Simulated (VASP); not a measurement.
# CdSe (F-43m) in VASP: further runs

The runs below take CdSe through single point, relaxation of cell and atoms, with PBEsol.

All numbers are computed with VASP 6.6.1; they aren't measurements. Logs are shortened: lines on timing, memory, paths and dates and some standing lists are left out, and cuts for length are marked.

**1. The cell of the first run**

Symmetry: F-43m, No. 216, cubic system. The conventional cell has a = 6.011 Å, b = 6.011 Å, c = 6.011 Å, α = 90.00°, β = 90.00°, γ = 90.00°. Within 3.4 Å of Cd (site symmetry -43m) lie 4 Se at 2.60 Å. Within 3.4 Å of Se (site symmetry -43m) lie 4 Cd at 2.60 Å.

**2. Single point, PBEsol**

Input file INCAR:

```
SYSTEM = CdSe
PREC = Accurate
ENCUT = 520
EDIFF = 1E-6
ISMEAR = 0
SIGMA = 0.01
LREAL = .False.
LASPH = .True.
NELM = 60
ALGO = Normal
ISIF = 2
LWAVE = .False.
LCHARG = .True.
GGA = PS
LELF = .True.
LVHAR = .True.
NBANDS = 16
```

Input file KPOINTS:

```
regular mesh
0
Gamma
  6 6 6
  0 0 0
```

Input file POSCAR:

```
CdSe
1.0
    3.0054947588      3.0054947588      0.0000000000
   -3.0054947588      3.0054947588      0.0000000000
    0.0000000000      3.0054947588      3.0054947588
Cd Se
1 1
Direct
    0.0000000000      0.0000000000      0.0000000000
    0.7500000000      0.2500000000      0.5000000000
```

Potentials or basis: VASP PAW PBE potentials, release 64 (Cd, Se).

Started as:

```
$ cat potpaw_PBE.64/Cd/POTCAR potpaw_PBE.64/Se/POTCAR > POTCAR
$ mpirun -np 1 vasp_std > vasp.out
```

OUTCAR:

```text
SYSTEM = CdSe
   PREC = Accurate
   ENCUT = 520
   EDIFF = 1E-6
   ISMEAR = 0
   LREAL = .False.
   LASPH = .True.
   NELM = 60
   ISIF = 2
   GGA = PS

 ion  position               nearest neighbor table
   1  0.000  0.000  0.000-   2 2.60   2 2.60   2 2.60   2 2.60
   2  0.750  0.250  0.500-   1 2.60   1 2.60   1 2.60   1 2.60

  LATTYP: Found a face centered cubic cell.
 ALAT       =     6.0109895176

  Lattice vectors:

 A1 = (   0.0000000000,   3.0054947588,   3.0054947588)
 A2 = (   3.0054947588,   0.0000000000,   3.0054947588)
 A3 = (   3.0054947588,   3.0054947588,   0.0000000000)

Analysis of symmetry for initial positions (statically):
=====================================================================
 Subroutine PRICEL returns:
 Original cell was already a primitive cell.

 Routine SETGRP: Setting up the symmetry group for a
 face centered cubic supercell.

 Subroutine GETGRP returns: Found 24 space group operations
 (whereof 24 operations were pure point group operations)
 out of a pool of 48 trial point group operations.

The static configuration has the point symmetry T_d .

Analysis of symmetry for dynamics (positions and initial velocities):
=====================================================================
 Subroutine PRICEL returns:
 Original cell was already a primitive cell.

 Routine SETGRP: Setting up the symmetry group for a
 face centered cubic supercell.

 Subroutine GETGRP returns: Found 24 space group operations
 (whereof 24 operations were pure point group operations)
 out of a pool of 48 trial point group operations.

The dynamic configuration has the point symmetry T_d .

 Subroutine INISYM returns: Found 24 space group operations
 (whereof 24 operations are pure point group operations),
 and found     1 'primitive' translations

----------------------------------------------------------------------------------------

                                     Primitive cell

  volume of cell :      54.2973

  direct lattice vectors                    reciprocal lattice vectors
     3.005494759  3.005494759  0.000000000     0.166361960  0.166361960 -0.166361960
    -3.005494759  3.005494759  0.000000000    -0.166361960  0.166361960 -0.166361960
     0.000000000  3.005494759  3.005494759     0.000000000  0.000000000  0.332723921

  length of vectors
     4.250411450  4.250411450  4.250411450     0.288147368  0.288147368  0.332723921

[... 70 lines left out ...]
   NELM   =     60;   NELMIN=  2; NELMDL= -5     # of ELM steps
   EDIFF  = 0.1E-05   stopping-criterion for ELM
   LREAL  =      F    real-space projection
   EDIFFG = 0.1E-04   stopping-criterion for IOM
   NSW    =      0    number of steps for IOM
   IBRION =     -1    ionic relax: 0-MD 1-quasi-New 2-CG
   NFREE  =      0    steps in history (QN), initial steepest desc. (CG)
   ISIF   =      2    stress and relaxation
   ISYM   =      2    0-nonsym 1-usesym 2-fastsym
   POTIM  = 0.5000    time-step for ionic-motion
   TEBEG  =    0.0;   TEEND  =   0.0 temperature during run
   PSTRESS=    0.0 pullay stress
   NELECT =      18.0000    total number of electrons
   NUPDOWN=      -1.0000    fix difference up-down
   EMIN   =  10.00;   EMAX   =-10.00  energy-range for DOS
   EFERMI =   0.00;   METHOD = LEGACY
   ISMEAR =     0;   SIGMA  =   0.01  broadening in eV -4-tet -1-fermi 0-gaus
   EFERMI_NEDOS =   21; number of points for ismear=-14 and -15
   IALGO  =     38    algorithm
   IMIX   =      4    mixing-type and parameters
     AMIX     =   0.40;   BMIX     =  1.00
     AMIX_MAG =   1.60;   BMIX_MAG =  1.00
  volume/ion in A,a.u.               =      27.15       183.21
  Fermi-wavevector in a.u.,A,eV,Ry     =   1.133026  2.141108 17.466436  1.283747
  Thomas-Fermi vector in A             =   2.269728
   LORBIT       =      0    0 simple, 1 ext, 2 COOP (PROOUT), +10 PAW based schemes
   GGA     = PS    functional components
   LHFCALC =     F    Hartree Fock is set to
   AEXX    =    0.0000 exact exchange contribution
   IVDW    =     0    specifies the selected vdW correction
   LEPSILON=     F    determine dielectric tensor
   LRPA    =     F    only Hartree local field effects (RPA)
 non-spin polarized calculation
 Gauss-broadening in eV      SIGMA  =   0.01
  energy-cutoff  :      520.00
  volume of cell :       54.30
 maximum number of plane-waves:      1484
   NGX = 15   NGY = 15   NGZ = 15

 number of electron      17.9999992 magnetization

 Free energy of the ion-electron system (eV)
  ---------------------------------------------------
  ext. energy  EPLUGINS =         0.00000000
  ---------------------------------------------------
  free energy    TOTEN  =        -6.15614407 eV

  energy without entropy =       -6.15614407  energy(sigma->0) =       -6.15614407

 E-fermi :   1.1473     XC(G=0):  -9.2606

 val. band max:        1.1053555264   @ k =   0.0000   0.0000   0.0000
 cond. band min:       1.6554190628   @ k =   0.0000   0.0000   0.0000
 fundamental gap:      0.5500635363
 Fermi energy:         1.1472915928

 k-point     1 :       0.0000    0.0000    0.0000
  band No.  band energies     occupation
      1     -11.7265      2.00000
      2      -6.9424      2.00000
      3      -6.9424      2.00000
      4      -6.9424      2.00000
      5      -6.5212      2.00000
      6      -6.5212      2.00000
[... 281 lines left out ...]
      3      -6.7087      2.00000
      4      -6.5944      2.00000
      5      -6.4912      2.00000
      6      -6.0196      2.00000
[... 8 lines left out ...]
     15      13.9697      0.00000
     16      14.1689      0.00000

------------------------ aborting loop because EDIFF is reached ----------------------------------------

  FORCE on cell =-STRESS in cart. coord.  units (eV):
  Direction    XX          YY          ZZ          XY          YZ          ZX
  --------------------------------------------------------------------------------------
  -------------------------------------------------------------------------------------
  Total        0.8111927      0.8111927      0.8111927      0.0000000      0.0000000      0.0000000
  in kB       23.9362828     23.9362828     23.9362828      0.0000000      0.0000000      0.0000000
  external PRESSURE =      23.9362828 kB  Pullay stress =       0.0000000 kB

 VOLUME and BASIS-vectors are now :
 -----------------------------------------------------------------------------
  energy-cutoff  :      520.00
  volume of cell :       54.30
      direct lattice vectors                 reciprocal lattice vectors
     3.005494759  3.005494759  0.000000000     0.166361960  0.166361960 -0.166361960
    -3.005494759  3.005494759  0.000000000    -0.166361960  0.166361960 -0.166361960
     0.000000000  3.005494759  3.005494759     0.000000000  0.000000000  0.332723921

 POSITION                                       TOTAL-FORCE (eV/Angst)
 -----------------------------------------------------------------------------------
      0.00000      0.00000      0.00000         0.000000      0.000000      0.000000
      1.50275      4.50824      1.50275        -0.000000     -0.000000      0.000000
 -----------------------------------------------------------------------------------
    total drift:                                0.000000     -0.000000      0.000000

  FREE ENERGIE OF THE ION-ELECTRON SYSTEM (eV)
  ---------------------------------------------------
  free  energy   TOTEN  =        -6.1561440723 eV

  energy  without entropy=       -6.1561440723  energy(sigma->0) =       -6.15614407
```

OSZICAR:

```text
N       E                     dE             d eps       ncg     rms          rms(c)
DAV:   1     0.107582884051E+03    0.10758E+03   -0.87847E+03   536   0.101E+03
DAV:   2    -0.256317990445E+01   -0.11015E+03   -0.10432E+03   624   0.250E+02
DAV:   3    -0.651964695521E+01   -0.39565E+01   -0.39516E+01   640   0.493E+01
DAV:   4    -0.653558151672E+01   -0.15935E-01   -0.15934E-01   616   0.317E+00
DAV:   5    -0.653567612767E+01   -0.94611E-04   -0.94611E-04   648   0.210E-01    0.648E+00
DAV:   6    -0.618163768877E+01    0.35404E+00   -0.55761E-01   736   0.100E+01    0.514E+00
DAV:   7    -0.615739039551E+01    0.24247E-01   -0.13891E-01   584   0.258E+00    0.227E+00
DAV:   8    -0.615622952769E+01    0.11609E-02   -0.14783E-02   576   0.151E+00    0.232E-01
DAV:   9    -0.615610365774E+01    0.12587E-03   -0.14998E-03   576   0.541E-01    0.453E-02
DAV:  10    -0.615612107929E+01   -0.17422E-04   -0.15179E-04   632   0.162E-01    0.361E-02
DAV:  11    -0.615614456819E+01   -0.23489E-04   -0.42283E-05   576   0.486E-02    0.149E-02
DAV:  12    -0.615614407228E+01    0.49591E-06   -0.18671E-06   496   0.192E-02
   1 F= -.61561441E+01 E0= -.61561441E+01  d E =-.180480E-11
```

stdout:

```text
POSCAR found type information on POSCAR CdSe
 POSCAR found :  2 types and       2 ions
 scaLAPACK will be used
 -----------------------------------------------------------------------------
|                                                                             |
|                                                                             |
|     You enforced a specific xc type in the INCAR file but a different       |
|     I HOPE YOU KNOW WHAT YOU ARE DOING!                                     |
|                                                                             |
 -----------------------------------------------------------------------------

 LDA part: xc-table for (Slater+PW92), standard interpolation
 POSCAR, INCAR and KPOINTS ok, starting setup
 FFT: planning ... GRIDC
 FFT: planning ... GRID_SOFT
 FFT: planning ... GRID
 WAVECAR not read
 entering main loop
```

It took 12 s on 1 thread of Intel Xeon 6975P-C (Granite Rapids), shared host; peak memory 0.17 GiB.

Results:

- Free energy: -6.1561 eV
- Pressure: 2.4 GPa
- Band gap on the k mesh: 0.55 eV, direct

Levels at points of the mesh, in eV from the valence-band top:
```
           k point  band 6  band 7  band 8  band 9  band 10  band 11  band 12  band 13
(0.00, 0.00, 0.00)   -7.63    0.00    0.00    0.00     0.55     5.85     5.85     5.85
(0.50, 0.00, 0.00)   -7.31   -4.67   -0.81   -0.81     2.33     6.36     6.36     7.37
(0.50, 0.50, 0.00)   -7.24   -4.30   -2.01   -2.01     2.93     3.70     9.15    10.34
```

Caveat: the PAW data sets were made with another functional, which shifts forces and pressure a little. Expect the measured gap to be larger: semilocal functionals such as PBEsol lack the derivative discontinuity.

(Continued in part 2 of 2.)
